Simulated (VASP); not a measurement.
The system is GaP3.

```
Ga P
1.0
     4.07565    0.00000    0.00000
     0.00000    4.07565    0.00000
     0.00000    0.00000    4.07565
Ga P
1 3
Cartesian
  0.0000 0.0000 0.0000
  0.0000 2.0378 2.0378
  2.0378 0.0000 2.0378
  2.0378 2.0378 0.0000
```

- Program: VASP 6.6.1
- Task: relaxation of cell and atoms
- Functional: PBE
- Potentials or basis: VASP PAW PBE potentials, release 64 (Ga_d, P)
- Cutoff: 600 eV
- k mesh: 12 × 12 × 12
- Occupations: gaussian, width 0.1 eV
- Spin: no spin polarisation

At the start: pressure -4.2 GPa; volume 16.93 Å³/atom.

Question: Where does the relaxation end?

Answer: Over 3 steps the energy falls by 13.8 meV/atom and the volume is 15.92 Å³/atom (-5.9 %); space group Pm-3m (No. 221, to 0.1 Å) before and after.

Step by step:
| step | energy change (eV) | largest force (eV/Å) | pressure (GPa) | volume (Å³) |
| --- | --- | --- | --- | --- |
| 1 | 0.0000 | 0.0000 | -4.20 | 67.70 |
| 2 | -0.0550 | 0.0000 | 0.30 | 63.44 |
| 3 | -0.0553 | 0.0000 | 0.04 | 63.68 |

Final structure:
```
Ga P
1.0
     3.99334    0.00000    0.00000
     0.00000    3.99334    0.00000
     0.00000    0.00000    3.99334
Ga P
1 3
Cartesian
  0.0000 0.0000 0.0000
  0.0000 1.9967 1.9967
  1.9967 0.0000 1.9967
  1.9967 1.9967 0.0000
```
